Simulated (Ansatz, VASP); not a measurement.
# Cs in VASP and in Ansatz

Contents of INCAR:

```
SYSTEM = Cs
PREC = Accurate ; ENCUT = 520
EDIFF = 1E-7 ; ISMEAR = -1
SIGMA = 0.08 ; LREAL = .False.
LASPH = .True. ; NELM = 100
ALGO = Normal ; ISIF = 2
LWAVE = .False. ; LCHARG = .False.
GGA = PE ; NBANDS = 10
```

The input KPOINTS:

```
Automatic mesh
0
Gamma
  8 8 8
  0 0 0
```

Contents of POSCAR:

```
Cs
1.0
    4.1061202665      0.0000000000      0.0000000000
    0.0000000000      4.1061202665      0.0000000000
    0.0000000000      0.0000000000      4.1061202665
Cs
1
Direct
    0.0000000000      0.0000000000      0.0000000000
```

Input for Ansatz:

```yaml
crystal:
  lattice:
    - [4.1061202665, 0.0, 0.0]
    - [0.0, 4.1061202665, 0.0]
    - [0.0, 0.0, 4.1061202665]
  atoms:
    - { symbol: Cs, position: [0.0, 0.0, 0.0] }
kpoints:
  mp_grid: { grid: [8, 8, 8] }
scf:
  occupations: { method: fermi_dirac, width: 0.08 }
hamiltonian:
  xc: pbe
  pseudopotentials: { kind: paw }
output:
  forces: true
  stress: true
  eigenvalues: true
  populations: true
```

Change from the starting cell: volume scaled by 0.55, PAW files.

Alike in both runs: task single point; functional PBE; k mesh 8 × 8 × 8; occupations fermi-dirac, width 0.08 eV; no spin polarisation.

|  | VASP | Ansatz |
| --- | --- | --- |
| version | VASP 6.6.1 | Ansatz 0.2.0 |
| potentials or method | VASP PAW PBE potentials, release 64 (Cs_sv) | PAW with Ansatz's default frozen-core files, scalar-relativistic |
| plane-wave cutoff (eV) | 520 | 420 |
| valence electrons in the cell | 9 | 9 |

```csv
,VASP,Ansatz,Ansatz less VASP
pressure (GPa),1.9,1.9,0.00
```

Spin-orbit coupling is off throughout.
